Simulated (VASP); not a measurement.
# SbTePd (P2_13) in VASP: single point with PBE

Aim: the single point of SbTePd with PBE.

Program: VASP 6.6.1. These are calculated values, not measurements. Logs are shortened: lines on timing, memory, paths and dates and some standing lists are left out, and cuts for length are marked.

### Step 1. The cell of the first run

It takes space group P2_13 (No. 198, cubic). The conventional cell has a = 6.587 Å, b = 6.587 Å, c = 6.587 Å, α = 90.00°, β = 90.00°, γ = 90.00°. Within 3.6 Å of Pd (site symmetry 3) lie 3 Te at 2.71 Å and 3 Sb at 2.74 Å. Sb (site symmetry 3) has 3 Pd at 2.74 Å and 7 Te at 2.90 to 3.67 Å within 3.7 Å. Within 3.7 Å of Te (site symmetry 3) lie 3 Pd at 2.71 Å and 7 Sb at 2.90 to 3.67 Å.

### Step 2. Single point, PBE

INCAR reads:

```
SYSTEM = SbTePd
  PREC = Accurate
  ENCUT = 520
  EDIFF = 1E-6
  ISMEAR = -1
  SIGMA = 0.1
  LREAL = .False.
  LASPH = .True.
  NELM = 80
  ALGO = Normal
  ISIF = 2
  LWAVE = .False.
  LCHARG = .False.
  GGA = PE
  NBANDS = 54
```

KPOINTS reads:

```
Automatic mesh
0
Gamma
  5 5 5
  0 0 0
```

POSCAR reads:

```
SbTePd
1.0
    6.5872510000      0.0000000000      0.0000000000
    0.0000000000      6.5872510000      0.0000000000
    0.0000000000      0.0000000000      6.5872510000
Pd Sb Te
4 4 4
Direct
    0.9980200000      0.9980200000      0.9980200000
    0.5019800000      0.0019800000      0.4980200000
    0.4980200000      0.5019800000      0.0019800000
    0.0019800000      0.4980200000      0.5019800000
    0.6270900000      0.6270900000      0.6270900000
    0.8729100000      0.3729100000      0.1270900000
    0.1270900000      0.8729100000      0.3729100000
    0.3729100000      0.1270900000      0.8729100000
    0.3727800000      0.3727800000      0.3727800000
    0.1272200000      0.6272200000      0.8727800000
    0.8727800000      0.1272200000      0.6272200000
    0.6272200000      0.8727800000      0.1272200000
```

Potentials or basis: VASP PAW PBE potentials, release 64 (Pd, Sb, Te).

Started as:

```sh
> cat potpaw_PBE.64/Pd/POTCAR potpaw_PBE.64/Sb/POTCAR potpaw_PBE.64/Te/POTCAR > POTCAR
> mpirun -np 1 vasp_std > vasp.out
```

OUTCAR:

```text
SYSTEM = SbTePd
   PREC = Accurate
   ENCUT = 520
   EDIFF = 1E-6
   ISMEAR = -1
   LREAL = .False.
   LASPH = .True.
   NELM = 80
   ISIF = 2
   GGA = PE

 ion  position               nearest neighbor table
   1  0.998  0.998  0.998-  10 2.71  11 2.71  12 2.71   8 2.74   6 2.74   7 2.74
   2  0.502  0.002  0.498-   9 2.71  11 2.71  12 2.71   7 2.74   5 2.74   8 2.74
   3  0.498  0.502  0.002-   9 2.71  10 2.71  12 2.71   8 2.74   6 2.74   5 2.74
   4  0.002  0.498  0.502-   9 2.71  10 2.71  11 2.71   7 2.74   5 2.74   6 2.74
   5  0.627  0.627  0.627-   2 2.74   4 2.74   3 2.74   9 2.90  10 3.67  11 3.67  12 3.67  12 3.67
                            10 3.67  11 3.67
   6  0.873  0.373  0.127-   1 2.74   3 2.74   4 2.74  10 2.90   9 3.67  11 3.67  12 3.67  11 3.67
                            12 3.67   9 3.67
   7  0.127  0.873  0.373-   2 2.74   4 2.74   1 2.74  11 2.90  10 3.67   9 3.67  12 3.67  10 3.67
                            12 3.67   9 3.67
   8  0.373  0.127  0.873-   1 2.74   3 2.74   2 2.74  12 2.90  10 3.67  11 3.67   9 3.67   9 3.67
                            10 3.67  11 3.67
   9  0.373  0.373  0.373-   2 2.71   3 2.71   4 2.71   5 2.90   6 3.67   7 3.67   8 3.67   8 3.67
                             6 3.67   7 3.67
  10  0.127  0.627  0.873-   1 2.71   3 2.71   4 2.71   6 2.90   5 3.67   7 3.67   8 3.67   7 3.67
                             8 3.67   5 3.67
  11  0.873  0.127  0.627-   1 2.71   2 2.71   4 2.71   7 2.90   6 3.67   5 3.67   8 3.67   6 3.67
                             8 3.67   5 3.67
  12  0.627  0.873  0.127-   1 2.71   2 2.71   3 2.71   8 2.90   6 3.67   7 3.67   5 3.67   5 3.67
                             6 3.67   7 3.67

  LATTYP: Found a simple cubic cell.
 ALAT       =     6.5872510000

  Lattice vectors:

 A1 = (   6.5872510000,   0.0000000000,   0.0000000000)
 A2 = (   0.0000000000,   6.5872510000,   0.0000000000)
 A3 = (   0.0000000000,   0.0000000000,   6.5872510000)

Analysis of symmetry for initial positions (statically):
=====================================================================
 Subroutine PRICEL returns:
 Original cell was already a primitive cell.

 Routine SETGRP: Setting up the symmetry group for a
 simple cubic supercell.

 Subroutine GETGRP returns: Found 12 space group operations
 (whereof  3 operations were pure point group operations)
 out of a pool of 48 trial point group operations.

The static configuration has the point symmetry C_3 .
 The point group associated with its full space group is T   .

Analysis of symmetry for dynamics (positions and initial velocities):
=====================================================================
 Subroutine PRICEL returns:
 Original cell was already a primitive cell.

 Routine SETGRP: Setting up the symmetry group for a
 simple cubic supercell.

 Subroutine GETGRP returns: Found 12 space group operations
 (whereof  3 operations were pure point group operations)
 out of a pool of 48 trial point group operations.

The dynamic configuration has the point symmetry C_3 .
 The point group associated with its full space group is T   .

 Subroutine INISYM returns: Found 12 space group operations
 (whereof  3 operations are pure point group operations),
 and found     1 'primitive' translations

----------------------------------------------------------------------------------------

                                     Primitive cell

  volume of cell :     285.8332

  direct lattice vectors                    reciprocal lattice vectors
     6.587251000  0.000000000  0.000000000     0.151808395  0.000000000  0.000000000
     0.000000000  6.587251000  0.000000000     0.000000000  0.151808395  0.000000000
     0.000000000  0.000000000  6.587251000     0.000000000  0.000000000  0.151808395

  length of vectors
     6.587251000  6.587251000  6.587251000     0.151808395  0.151808395  0.151808395

  position of ions in fractional coordinates (direct lattice)
     0.998020000  0.998020000  0.998020000
     0.501980000  0.001980000  0.498020000
     0.498020000  0.501980000  0.001980000
     0.001980000  0.498020000  0.501980000
     0.627090000  0.627090000  0.627090000
     0.872910000  0.372910000  0.127090000
     0.127090000  0.872910000  0.372910000
     0.372910000  0.127090000  0.872910000
     0.372780000  0.372780000  0.372780000
     0.127220000  0.627220000  0.872780000
     0.872780000  0.127220000  0.627220000
     0.627220000  0.872780000  0.127220000

  ion indices of the primitive-cell ions
   primitive index   ion index
                 1           1
                 2           2
                 3           3
                 4           4
                 5           5
                 6           6
                 7           7
                 8           8
                 9           9
                10          10
                11          11
                12          12

----------------------------------------------------------------------------------------

 KPOINTS: Automatic mesh

Automatic generation of k-mesh.
 Grid dimensions read from file:
 generate k-points for:    5    5    5

 Generating k-lattice:

  Cartesian coordinates                     Fractional coordinates (reciprocal lattice)
     0.030361679  0.000000000  0.000000000     0.200000000  0.000000000  0.000000000
     0.000000000  0.030361679  0.000000000     0.000000000  0.200000000  0.000000000
     0.000000000  0.000000000  0.030361679     0.000000000  0.000000000  0.200000000

  Length of vectors
     0.030361679  0.030361679  0.030361679

  Shift w.r.t. Gamma in fractional coordinates (k-lattice)
     0.000000000  0.000000000  0.000000000

 Subroutine IBZKPT returns following result:
 ===========================================

 Found     11 irreducible k-points:

 Following reciprocal coordinates:
            Coordinates               Weight
  0.000000  0.000000  0.000000      1.000000
  0.200000  0.000000  0.000000      6.000000
  0.400000  0.000000  0.000000      6.000000
  0.200000  0.200000  0.000000     12.000000
  0.400000  0.200000  0.000000     12.000000
 -0.200000  0.400000  0.000000     12.000000
  0.400000  0.400000  0.000000     12.000000
  0.200000  0.200000  0.200000      8.000000
  0.400000  0.200000  0.200000     24.000000
  0.400000  0.400000  0.200000     24.000000
  0.400000  0.400000  0.400000      8.000000
   k-points           NKPTS =     11   k-points in BZ     NKDIM =     11   number of bands    NBANDS=     54
   number of dos      NEDOS =    301   number of ions     NIONS =     12
   total plane-waves  NPLWV = 125000
   dimension x,y,z NGX =    50 NGY =   50 NGZ =   50
   dimension x,y,z NGXF=   100 NGYF=  100 NGZF=  100
   ions per type =               4   4   4
   NGX,Y,Z   is equivalent  to a cutoff of  12.62, 12.62, 12.62 a.u.
   NGXF,Y,Z  is equivalent  to a cutoff of  25.24, 25.24, 25.24 a.u.
 SYSTEM =  SbTePd
   PREC   = accura    normal or accurate (medium, high low for compatibility)
   ISTART =      0    job   : 0-new  1-cont  2-samecut
   ICHARG =      2    charge: 1-file 2-atom 10-const
   ISPIN  =      1    spin polarized calculation?
   LNONCOLLINEAR =      F non collinear calculations
   LSORBIT =      F    spin-orbit coupling
   LASPH  =      T    aspherical Exc in radial PAW
   ENCUT  =  520.0 eV  38.22 Ry    6.18 a.u.  12.25 12.25 12.25*2*pi/ulx,y,z
   NELM   =     80;   NELMIN=  2; NELMDL= -5     # of ELM steps
   EDIFF  = 0.1E-05   stopping-criterion for ELM
   LREAL  =      F    real-space projection
   EDIFFG = 0.1E-04   stopping-criterion for IOM
   NSW    =      0    number of steps for IOM
   IBRION =     -1    ionic relax: 0-MD 1-quasi-New 2-CG
   NFREE  =      0    steps in history (QN), initial steepest desc. (CG)
   ISIF   =      2    stress and relaxation
   ISYM   =      2    0-nonsym 1-usesym 2-fastsym
   POTIM  = 0.5000    time-step for ionic-motion
   TEBEG  =    0.0;   TEEND  =   0.0 temperature during run
   PSTRESS=    0.0 pullay stress
   NELECT =      84.0000    total number of electrons
   NUPDOWN=      -1.0000    fix difference up-down
   EMIN   =  10.00;   EMAX   =-10.00  energy-range for DOS
   EFERMI =   0.00;   METHOD = LEGACY
   ISMEAR =    -1;   SIGMA  =   0.10  broadening in eV -4-tet -1-fermi 0-gaus
   EFERMI_NEDOS =   21; number of points for ismear=-14 and -15
   IALGO  =     38    algorithm
   IMIX   =      4    mixing-type and parameters
     AMIX     =   0.40;   BMIX     =  1.00
     AMIX_MAG =   1.60;   BMIX_MAG =  1.00
  volume/ion in A,a.u.               =      23.82       160.74
  Fermi-wavevector in a.u.,A,eV,Ry     =   1.088421  2.056818 16.118292  1.184661
  Thomas-Fermi vector in A             =   2.224602
   LORBIT       =      0    0 simple, 1 ext, 2 COOP (PROOUT), +10 PAW based schemes
   GGA     = PE    functional components
   LHFCALC =     F    Hartree Fock is set to
   AEXX    =    0.0000 exact exchange contribution
   IVDW    =     0    specifies the selected vdW correction
   LEPSILON=     F    determine dielectric tensor
   LRPA    =     F    only Hartree local field effects (RPA)
 non-spin polarized calculation
  energy-cutoff  :      520.00
  volume of cell :      285.83
 maximum number of plane-waves:      7809
 NGX is ok and might be reduce to    50
   NGX = 25   NGY = 25   NGZ = 25

 number of electron      84.0000001 magnetization

 Free energy of the ion-electron system (eV)
  ---------------------------------------------------
  ext. energy  EPLUGINS =         0.00000000
  ---------------------------------------------------
  free energy    TOTEN  =       -54.41008970 eV

  energy without entropy =      -54.24309008  energy(sigma->0) =      -54.32658989

 E-fermi :   8.5147     XC(G=0): -10.5890

 val. band max:        8.4801022259   @ k =  -0.2000   0.4000   0.0000
 cond. band min:       8.5757324152   @ k =   0.4000   0.0000   0.0000
 fundamental gap:      0.0956301893
 Fermi energy:         8.5147053381

 k-point     1 :       0.0000    0.0000    0.0000
  band No.  band energies     occupation
      1      -4.6813      2.00000
      2      -3.2281      2.00000
      3      -3.2281      2.00000
      4      -3.2281      2.00000
      5      -0.9094      2.00000
      6      -0.9094      2.00000
[... 46 lines left out ...]
     53      13.5272      0.00000
     54      13.8409      0.00000

 k-point     2 :       0.2000    0.0000    0.0000
  band No.  band energies     occupation
      1      -4.5750      2.00000
      2      -3.4600      2.00000
      3      -3.1995      2.00000
      4      -3.1350      2.00000
      5      -1.1046      2.00000
      6      -0.8723      2.00000
[... 46 lines left out ...]
     53      13.4745      0.00000
     54      13.7275      0.00000

 k-point     3 :       0.4000    0.0000    0.0000
  band No.  band energies     occupation
      1      -4.2763      2.00000
      2      -3.8569      2.00000
      3      -3.1397      2.00000
      4      -3.1071      2.00000
      5      -1.0735      2.00000
      6      -0.8642      2.00000
[... 46 lines left out ...]
     53      13.0391      0.00000
     54      13.1504      0.00000
[... 343 lines left out ...]
 k-point    10 :       0.4000    0.4000    0.2000
  band No.  band energies     occupation
      1      -3.8650      2.00000
      2      -3.6567      2.00000
      3      -3.3770      2.00000
      4      -3.2792      2.00000
      5      -1.3373      2.00000
      6      -1.2166      2.00000
[... 46 lines left out ...]
     53      12.8081      0.00000
     54      13.0157      0.00000

 k-point    11 :       0.4000    0.4000    0.4000
  band No.  band energies     occupation
      1      -3.6778      2.00000
      2      -3.5485      2.00000
      3      -3.4096      2.00000
      4      -3.3386      2.00000
      5      -1.3957      2.00000
      6      -1.3052      2.00000
[... 46 lines left out ...]
     53      12.9020      0.00000
     54      13.2039      0.00000

------------------------ aborting loop because EDIFF is reached ----------------------------------------

  FORCE on cell =-STRESS in cart. coord.  units (eV):
  Direction    XX          YY          ZZ          XY          YZ          ZX
  --------------------------------------------------------------------------------------
  -------------------------------------------------------------------------------------
  Total        3.3462007      3.3462007      3.3462007      0.0000000      0.0000000     -0.0000000
  in kB       18.7564190     18.7564190     18.7564190      0.0000000      0.0000000     -0.0000000
  external PRESSURE =      18.7564190 kB  Pullay stress =       0.0000000 kB

 VOLUME and BASIS-vectors are now :
 -----------------------------------------------------------------------------
  energy-cutoff  :      520.00
  volume of cell :      285.83
      direct lattice vectors                 reciprocal lattice vectors
     6.587251000  0.000000000  0.000000000     0.151808395  0.000000000  0.000000000
     0.000000000  6.587251000  0.000000000     0.000000000  0.151808395  0.000000000
     0.000000000  0.000000000  6.587251000     0.000000000  0.000000000  0.151808395

 POSITION                                       TOTAL-FORCE (eV/Angst)
 -----------------------------------------------------------------------------------
      6.57421      6.57421      6.57421         0.249694      0.249694      0.249694
      3.30667      0.01304      3.28058        -0.249694     -0.249694      0.249694
      3.28058      3.30667      0.01304         0.249694     -0.249694     -0.249694
      0.01304      3.28058      3.30667        -0.249694      0.249694     -0.249694
      4.13080      4.13080      4.13080         0.056799      0.056799      0.056799
      5.75008      2.45645      0.83717        -0.056799     -0.056799      0.056799
      0.83717      5.75008      2.45645         0.056799     -0.056799     -0.056799
      2.45645      0.83717      5.75008        -0.056799      0.056799     -0.056799
      2.45560      2.45560      2.45560         0.056279      0.056279      0.056279
      0.83803      4.13166      5.74922        -0.056279     -0.056279      0.056279
      5.74922      0.83803      4.13166         0.056279     -0.056279     -0.056279
      4.13166      5.74922      0.83803        -0.056279      0.056279     -0.056279
 -----------------------------------------------------------------------------------
    total drift:                               -0.000000     -0.000000      0.000000

  FREE ENERGIE OF THE ION-ELECTRON SYSTEM (eV)
  ---------------------------------------------------
  free  energy   TOTEN  =       -54.4100896990 eV

  energy  without entropy=      -54.2430900845  energy(sigma->0) =      -54.32658989
```

Run time: 85 s. Hardware: 1 thread of Intel Xeon 6975P-C (Granite Rapids), shared host; peak memory 0.42 GiB.

Results:

```yaml
Free_energy: -54.4101 eV
Pressure: 1.9 GPa
Largest_force: 0.432 eV/Å
Band_gap_on_the_k_mesh: zero (bands 42 and 43 overlap by 1.19 eV)
```

Forces in eV/Å, atoms in the order of the input:
```
Pd   0.250  0.250  0.250
Pd  -0.250 -0.250  0.250
Pd   0.250 -0.250 -0.250
Pd  -0.250  0.250 -0.250
Sb   0.057  0.057  0.057
Sb  -0.057 -0.057  0.057
Sb   0.057 -0.057 -0.057
Sb  -0.057  0.057 -0.057
Te   0.056  0.056  0.056
Te  -0.056 -0.056  0.056
Te   0.056 -0.056 -0.056
Te  -0.056  0.056 -0.056
```

Caveat: spin-orbit coupling is left out, which moves the levels of the heavy elements.
